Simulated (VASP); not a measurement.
Write the native input for VASP 6.6.1 that does the following.

- Task: single point
- Functional: PBEsol
- Potentials or basis: VASP PAW PBE potentials, release 64 (Ti_sv, O)
- Cutoff: 520 eV
- k mesh: 18 × 18 × 16
- Occupations: gaussian, width 0.15 eV
- Spin: no spin polarisation
- Dipole correction: no
- Further INCAR settings: ALGO = Normal; EDIFF = 1e-07; NBANDS = 16

The structure of TiO lies in POSCAR:

```
TiO
1.0
    2.9280000000      0.0000000000      0.0000000000
   -1.4640000000      2.5357223823      0.0000000000
    0.0000000000      0.0000000000      2.7937580351
Ti O
1 1
Direct
    0.6666666667      0.3333333333      0.0000000000
    0.0000000000      0.0000000000      0.5000000000
```

The input as run:

INCAR

```
SYSTEM = TiO
PREC = Accurate ; ENCUT = 520
EDIFF = 1E-7 ; ISMEAR = 0
SIGMA = 0.15 ; LREAL = .FALSE.
LASPH = .TRUE. ; NELM = 80
ALGO = Normal ; ISIF = 2
LWAVE = .FALSE. ; LCHARG = .FALSE.
GGA = PS ; NBANDS = 16
```

KPOINTS

```
regular mesh
0
G
  18 18 16
  0 0 0
```

Potentials or basis: VASP PAW PBE potentials, release 64 (Ti_sv, O).

Run with:

```console
$ cat potpaw_PBE.64/Ti_sv/POTCAR potpaw_PBE.64/O/POTCAR > POTCAR
$ mpirun -np 1 vasp_std > vasp.out
```

It gave:

```yaml
Pressure: -18.8 GPa
Band_gap_on_the_k_mesh: zero (band 9 reaches 10.42 eV, above the bottom of band 10 at 10.39 eV)
```

Caveat: the PAW data sets were made with another functional, which shifts forces and pressure a little; semilocal functionals often make such compounds metallic where correlation or magnetic order opens a gap, which also shifts bond lengths.

Run time: 45 s on 1 thread of Intel(R) Xeon(R) 6975P-C (Granite Rapids), on a shared host, peak memory 0.22 GiB.
